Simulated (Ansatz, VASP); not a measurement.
Two plane-wave programs on C

```xyz
4
Lattice="1.7063 0.0000 0.0000 0.0000 6.3118 0.0000 0.0000 0.0000 17.9702" Properties=species:S:1:pos:R:3 pbc="T T T"
C     0.0000    4.7338    8.3326
C     0.8531    1.5779    8.3330
C     0.8531    4.7338    9.6372
C     0.0000    1.5779    9.6376
```

Alike in both runs: functional PBEsol; k mesh 19 × 5 × 1; occupations fermi-dirac, width 0.05 eV; no spin polarisation.

Ansatz relaxed the structure, and its values are those at the end. VASP's run is a single point on that final structure, the one shown.

```csv
,VASP,Ansatz
version,VASP 6.6.1,Ansatz 0.2.0
potentials or method,"VASP PAW PBE potentials, release 64 (C)","PAW with Ansatz's default frozen-core files, scalar-relativistic"
plane-wave cutoff (eV),520,420
valence electrons in the cell,16,16
```

|  | VASP | Ansatz | Ansatz less VASP |
| --- | --- | --- | --- |
| rms of the force components (eV/Å) | 0.051 | 0.000 | -0.0509 |

VASP's potentials were made for PBE, not for PBEsol. Ansatz's warnings: stress scf threshold loose.
